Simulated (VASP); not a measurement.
Here is a VASP 6.6.1 calculation.

INCAR

```
SYSTEM = VH
PREC = Accurate
ENCUT = 520
EDIFF = 1E-6
ISMEAR = 1
SIGMA = 0.1
LREAL = .FALSE.
LASPH = .TRUE.
NELM = 150
ALGO = Normal
ISIF = 2
LWAVE = .FALSE.
LCHARG = .FALSE.
ISPIN = 2
MAGMOM = 1.5 1.5 0 0
LORBIT = 11
LMAXMIX = 4
GGA = CA
NBANDS = 26
```

File KPOINTS:

```
regular mesh
0
G
  9 9 4
  0 0 0
```

File POSCAR:

```
VH
1.0
    2.7355801000      0.0000000000      0.0000000000
   -1.3677900500      2.3690818600      0.0000000000
    0.0000000000      0.0000000000      4.9359680000
V H
2 2
Direct
    0.0000000000      0.0000000000      0.0000000000
    0.0000000000      0.0000000000      0.5000000000
    0.6666666696      0.3333333319      0.7500000000
    0.3333333304      0.6666666681      0.2500000000
```

Potentials or basis: VASP PAW LDA potentials, release 64 (V_sv, H).

Run with:

```bash
$ cat potpaw_LDA.64/V_sv/POTCAR potpaw_LDA.64/H/POTCAR > POTCAR
$ mpirun -np 1 vasp_std > vasp.out
```

Task: What does it give for the pressure?

Result: -10.6 GPa.

Task: Predict the net moment.

Result: 0.00 μB per cell.

Task: What does it give for the band gap on the k mesh?

Result: Zero (filled and empty bands overlap).

Stress tensor (GPa, compression positive):
```
-12.33   0.00   0.00
  0.00 -12.33   0.00
  0.00   0.00  -7.06
```

Caveat: the stress differs along the axes, from -12 to -7 GPa; the moments typed at the start vanished in this run.
